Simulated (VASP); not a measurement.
# BeCd2S3 in VASP: notebook, part 2 of 2

VASP 6.6.1.

## 3. Single point, PBE

Contents of INCAR:

```
SYSTEM = BeCd2S3
  PREC = Accurate
  ENCUT = 520
  EDIFF = 1E-6
  ISMEAR = 0
  SIGMA = 0.1
  LREAL = .FALSE.
  LASPH = .TRUE.
  NELM = 80
  ALGO = Normal
  ISIF = 2
  LWAVE = .FALSE.
  LCHARG = .FALSE.
  GGA = PE
  NBANDS = 56
```

Contents of KPOINTS:

```
regular mesh
0
G
  2 4 4
  0 0 0
```

Contents of POSCAR:

```
BeCd2S3
1.0
    2.0477713887      0.0002197699     -6.3618346937
    6.7642526589     -0.0002146708     -0.0144219602
    3.3822984829     -5.9641376059     -0.0069421048
Be Cd S
2 4 6
Direct
    0.4942743288      0.9279870940      0.1510553083
    0.9942506780      0.0790016239      0.8489474398
    0.4981679433      0.5908262820      0.8281377283
    0.4994001528      0.2369784561      0.5198809250
    0.9982232971      0.4187530428      0.1718927001
    0.9993718229      0.7567710832      0.4800820030
    0.3966924003      0.2469882472      0.1704578536
    0.3386103847      0.9618037811      0.8775547988
    0.3978578636      0.6628596225      0.4486649788
    0.8966380294      0.4174094350      0.8295206229
    0.8386331698      0.8392266530      0.1224317176
    0.8978799292      0.1113946793      0.5513739239
```

Potentials or basis: VASP PAW PBE potentials, release 64 (Be, Cd, S).

On the command line:

```sh
> cat potpaw_PBE.64/Be/POTCAR potpaw_PBE.64/Cd/POTCAR potpaw_PBE.64/S/POTCAR > POTCAR
> mpirun -np 1 vasp_std > vasp.out
```

OUTCAR:

```text
SYSTEM = BeCd2S3
   PREC = Accurate
   ENCUT = 520
   EDIFF = 1E-6
   ISMEAR = 0
   LREAL = .FALSE.
   LASPH = .TRUE.
   NELM = 80
   ISIF = 2
   GGA = PE

 ion  position               nearest neighbor table
   1  0.494  0.928  0.151-   7 2.12   9 2.12   8 2.16  11 2.20
   2  0.994  0.079  0.849-  10 2.12  12 2.12  11 2.16   8 2.20
   3  0.498  0.591  0.828-   7 2.55   9 2.56  10 2.56   8 2.57
   4  0.499  0.237  0.520-  12 2.54   9 2.55   7 2.55   8 2.56
   5  0.998  0.419  0.172-  10 2.55  12 2.56   7 2.56  11 2.57
   6  0.999  0.757  0.480-   9 2.54  12 2.55  10 2.55  11 2.56
   7  0.397  0.247  0.170-   1 2.12   3 2.55   4 2.55   5 2.56
   8  0.339  0.962  0.878-   1 2.16   2 2.20   4 2.56   3 2.57
   9  0.398  0.663  0.449-   1 2.12   6 2.54   4 2.55   3 2.56
  10  0.897  0.417  0.830-   2 2.12   5 2.55   6 2.55   3 2.56
  11  0.839  0.839  0.122-   2 2.16   1 2.20   6 2.56   5 2.57
  12  0.898  0.111  0.551-   2 2.12   4 2.54   6 2.55   5 2.56

  LATTYP: Found a triclinic cell.
 ALAT       =    10.2772119633
 B/A-ratio  =     0.6503014408
 C/A-ratio  =     1.1606319497
 COS(alpha) =     0.0000669536
 COS(beta)  =     0.5803396032
 COS(gamma) =     0.7518419523

  Lattice vectors:

 A1 = (   5.4297255647,   5.9641427050,  -6.3693145491)
 A2 = (   2.0477713887,   0.0002197699,  -6.3618346937)
 A3 = (  -0.0003443069,  11.9280605410,  -0.0005377506)

Analysis of symmetry for initial positions (statically):
=====================================================================
 Subroutine PRICEL returns:
 Original cell was already a primitive cell.

 Routine SETGRP: Setting up the symmetry group for a
 triclinic supercell.

 Subroutine GETGRP returns: Found  1 space group operations
 (whereof  1 operations were pure point group operations)
 out of a pool of  2 trial point group operations.

The static configuration has the point symmetry C_1 .

Analysis of symmetry for dynamics (positions and initial velocities):
=====================================================================
 Subroutine PRICEL returns:
[... 157 lines left out ...]
  energy-cutoff  :      520.00
  volume of cell :      256.47
 maximum number of plane-waves:      6932
 NGX is ok and might be reduce to    50
   NGX = 25   NGY = 25   NGZ = 25

 number of electron      87.9999992 magnetization

 Free energy of the ion-electron system (eV)
  ---------------------------------------------------
  ext. energy  EPLUGINS =         0.00000000
  ---------------------------------------------------
  free energy    TOTEN  =       -44.06977409 eV

  energy without entropy =      -44.06977409  energy(sigma->0) =      -44.06977409

 E-fermi :   2.3757     XC(G=0):  -9.3327

 val. band max:        1.8993847694   @ k =   0.0000   0.0000   0.0000
 cond. band min:       3.7349927788   @ k =   0.0000   0.0000   0.0000
 fundamental gap:      1.8356080094
 Fermi energy:         2.3756791245

 k-point     1 :       0.0000    0.0000    0.0000
  band No.  band energies     occupation
      1     -10.7217      2.00000
      2     -10.0033      2.00000
      3      -9.7632      2.00000
      4      -9.7384      2.00000
      5      -9.7323      2.00000
      6      -9.7053      2.00000
[... 1169 lines left out ...]
     55       8.1072      0.00000
     56       8.4879      0.00000

------------------------ aborting loop because EDIFF is reached ----------------------------------------

  FORCE on cell =-STRESS in cart. coord.  units (eV):
  Direction    XX          YY          ZZ          XY          YZ          ZX
  --------------------------------------------------------------------------------------
  -------------------------------------------------------------------------------------
  Total        0.3707673      0.4097051      0.4004157      0.0012717      0.0026271      0.0178224
  in kB        2.3161578      2.5593995      2.5013693      0.0079441      0.0164115      0.1113355
  external PRESSURE =       2.4589755 kB  Pullay stress =       0.0000000 kB

 VOLUME and BASIS-vectors are now :
 -----------------------------------------------------------------------------
  energy-cutoff  :      520.00
  volume of cell :      256.47
      direct lattice vectors                 reciprocal lattice vectors
     2.047771389  0.000219770 -6.361834694    -0.000335367 -0.000007101 -0.157295309
     6.764252659 -0.000214671 -0.014421960     0.147940188  0.083842343  0.047622443
     3.382298483 -5.964137606 -0.006942105    -0.000005337 -0.167671852 -0.000007510

 POSITION                                       TOTAL-FORCE (eV/Angst)
 -----------------------------------------------------------------------------------
      7.80021     -0.90101     -3.15892         0.000021      0.001659      0.000742
      5.44178     -5.06304     -6.33229         0.000176     -0.002122      0.000722
      7.81764     -4.93914     -3.18353         0.005764      0.000047      0.004261
      4.38403     -3.10058     -3.18413        -0.003585     -0.004947      0.002717
      5.45808     -1.02506     -6.35776         0.006632      0.000761      0.005007
      8.78926     -2.86322     -6.37209        -0.003437      0.004215      0.002443
      3.05957     -1.01660     -2.52844        -0.033663     -0.000094     -0.013187
     10.16743     -5.23399     -2.17415         0.012762     -0.026124      0.019899
      6.81599     -2.67595     -2.54378         0.017347      0.031549     -0.015148
      7.46526     -4.94727     -5.71604        -0.033320     -0.000770     -0.012688
      7.80817     -0.73020     -5.34820         0.013624      0.026552      0.020160
      4.45707     -3.28830     -5.71760         0.017678     -0.030726     -0.014927
 -----------------------------------------------------------------------------------
    total drift:                               -0.001073     -0.000157      0.001918

  FREE ENERGIE OF THE ION-ELECTRON SYSTEM (eV)
  ---------------------------------------------------
  free  energy   TOTEN  =       -44.0697740903 eV

  energy  without entropy=      -44.0697740903  energy(sigma->0) =      -44.06977409
```

OSZICAR:

```text
N       E                     dE             d eps       ncg     rms          rms(c)
DAV:   1     0.590226487496E+03    0.59023E+03   -0.41448E+04  2240   0.143E+03
DAV:   2    -0.299314659095E+01   -0.59322E+03   -0.57344E+03  2528   0.339E+02
DAV:   3    -0.466824942327E+02   -0.43689E+02   -0.43367E+02  2632   0.911E+01
DAV:   4    -0.474736347690E+02   -0.79114E+00   -0.78911E+00  2736   0.125E+01
DAV:   5    -0.474880770557E+02   -0.14442E-01   -0.14438E-01  2688   0.170E+00    0.166E+01
DAV:   6    -0.441918692090E+02    0.32962E+01   -0.60930E+00  2944   0.197E+01    0.134E+01
DAV:   7    -0.440819838415E+02    0.10989E+00   -0.31385E+00  2608   0.663E+00    0.704E+00
DAV:   8    -0.440763328274E+02    0.56510E-02   -0.47302E-01  2616   0.478E+00    0.141E+00
DAV:   9    -0.440693170029E+02    0.70158E-02   -0.81302E-02  2792   0.243E+00    0.395E-01
DAV:  10    -0.440691735084E+02    0.14349E-03   -0.69018E-03  2520   0.529E-01    0.191E-01
DAV:  11    -0.440695332257E+02   -0.35972E-03   -0.13397E-03  2640   0.153E-01    0.123E-01
DAV:  12    -0.440696926038E+02   -0.15938E-03   -0.15137E-04  2552   0.649E-02    0.519E-02
DAV:  13    -0.440697762444E+02   -0.83641E-04   -0.11091E-04  2544   0.440E-02    0.271E-02
DAV:  14    -0.440697726270E+02    0.36174E-05   -0.14562E-05  2344   0.201E-02    0.137E-02
DAV:  15    -0.440697741733E+02   -0.15463E-05   -0.51405E-06  2240   0.863E-03    0.527E-03
DAV:  16    -0.440697740903E+02    0.83016E-07   -0.24653E-07  1592   0.331E-03
   1 F= -.44069774E+02 E0= -.44069774E+02  d E =-.248299E-12
```

stdout:

```text
POSCAR found type information on POSCAR BeCdS
 POSCAR found :  3 types and      12 ions
 scaLAPACK will be used
 LDA part: xc-table for (Slater+PW92), standard interpolation
 POSCAR, INCAR and KPOINTS ok, starting setup
 FFT: planning ... GRIDC
 FFT: planning ... GRID_SOFT
 FFT: planning ... GRID
 WAVECAR not read
 entering main loop
```

Wall time 7.3 min (1 thread of Intel Xeon 6975P-C, shared host); peak memory 0.5 GiB.

Results:

- Free energy: -44.0698 eV
- Pressure: 0.2 GPa
- Largest force: 0.039 eV/Å
- Band gap on the k mesh: 1.84 eV, direct

Forces on the atoms (eV/Å):
```
Be   0.000  0.002  0.001
Be   0.000 -0.002  0.001
Cd   0.006  0.000  0.004
Cd  -0.004 -0.005  0.003
Cd   0.007  0.001  0.005
Cd  -0.003  0.004  0.002
S   -0.034  0.000 -0.013
S    0.013 -0.026  0.020
S    0.017  0.032 -0.015
S   -0.033 -0.001 -0.013
S    0.014  0.027  0.020
S    0.018 -0.031 -0.015
```

Caveat: the k points lie up to 0.49 Å⁻¹ apart.
